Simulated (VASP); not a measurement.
**BN: single point with revPBE**

BN:

```
B N
1.0
     2.51889    0.00000    0.00000
    -1.25944    2.18142    0.00000
     0.00000    0.00000    6.69054
B N
2 2
Direct
  0.33333 0.66667 0.25000
  0.66667 0.33333 0.75000
  0.33333 0.66667 0.75000
  0.66667 0.33333 0.25000
```

| Property | Result |
| --- | --- |
| Program | VASP 6.6.1 |
| Task | single point |
| Functional | revPBE |
| Potentials or basis | VASP PAW PBE potentials, release 64 (B, N) |
| Cutoff | 600 eV |
| k mesh | 8 × 8 × 3 |
| Occupations | gaussian, width 0.01 eV |
| Spin | no spin polarisation |
| Dipole correction | no |
| Further INCAR settings | ALGO = Normal; EDIFF = 1e-06; NBANDS = 16 |

| Property | Result |
| --- | --- |
| Pressure | 1.9 GPa |
| Band gap on the k mesh | 4.33 eV, indirect (least direct gap 4.69 eV) |

Stress tensor (GPa, compression positive):
```
0.87 0.00 0.00
0.00 0.87 0.00
0.00 0.00 4.02
```

Levels at points of the mesh, in eV from the valence-band top:
```csv
k point,band 4,band 5,band 6,band 7,band 8,band 9,band 10,band 11,band 12,band 13
"(0.00, 0.00, 0.00)",-4.04,-1.35,-1.35,-1.31,-1.31,5.40,10.33,11.43,11.43,11.55
"(0.50, 0.00, 0.00)",-8.79,-4.11,-4.05,-1.40,-0.44,4.33,5.61,9.39,9.77,12.86
```

Run time: 5.9 s on 1 thread of Intel(R) Xeon(R) 6975P-C (Granite Rapids) (shared host), peak memory 0.15 GiB.

Caveat: the PAW data sets were made with another functional, which shifts forces and pressure a little; this functional lacks dispersion, which binds the layers, so the pressure and a relaxed spacing across them are unreliable. A k mesh can miss the band edges.
